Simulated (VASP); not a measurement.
The system is Cs2B.

```xyz
6
Lattice="3.7872 0.0000 0.0000 -1.8936 3.2798 0.0000 0.0000 0.0000 14.7306" Properties=species:S:1:pos:R:3 pbc="T T T"
Cs    0.0000    2.1865    9.2434
Cs    1.8936    1.0933    1.8781
Cs    0.0000    2.1865   12.8524
Cs    1.8936    1.0933    5.4871
B     0.0000    2.1865    3.6826
B     1.8936    1.0933   11.0479
```

- Program: VASP 6.6.1
- Task: relaxation of cell and atoms
- Functional: PBE
- Potentials or basis: VASP PAW PBE potentials, release 64 (Cs_sv, B)
- Cutoff: 600 eV
- k mesh: 6 × 6 × 2
- Occupations: gaussian, width 0.1 eV
- Spin: no spin polarisation

At the start: pressure 9.6 GPa; volume 30.50 Å³/atom.

**Question.** Where does the relaxation end?

**Answer.** Over 14 steps the energy falls by 447.5 meV/atom and the volume is 57.34 Å³/atom (+88.0 %); space group P6_3/mmc (No. 194, to 0.1 Å) before and after.

Step by step:
```csv
step,energy change (eV),largest force (eV/Å),pressure (GPa),volume (Å³)
1,0.0000,1.4777,9.60,182.97
2,-2.0370,0.2216,2.57,235.72
3,-2.3505,0.1092,1.17,263.25
4,-2.3452,0.4621,-0.37,324.53
5,-2.4278,0.3487,0.13,296.21
6,-2.4306,0.3216,0.25,291.14
7,-2.4843,0.2890,0.22,296.24
8,-2.5933,0.1972,0.12,311.41
9,-2.5867,0.0186,-0.06,341.02
10,-2.6269,0.1112,0.02,325.26
11,-2.6270,0.1062,0.02,326.00
12,-2.6372,0.0944,0.02,327.86
13,-2.6618,0.0587,0.02,333.35
14,-2.6849,0.0025,0.04,344.05
```

Final structure:
```
CELL_PARAMETERS angstrom
4.69986 0.00000 0.00000
-2.34993 4.07020 0.00000
0.00000 0.00000 17.98535
ATOMIC_POSITIONS crystal
Cs 0.33333 0.66667 0.63489
Cs 0.66667 0.33333 0.13489
Cs 0.33333 0.66667 0.86511
Cs 0.66667 0.33333 0.36511
B 0.33333 0.66667 0.25000
B 0.66667 0.33333 0.75000
```

Caveat: the volume moved by over 15 % at a fixed basis, so the end points are rough.
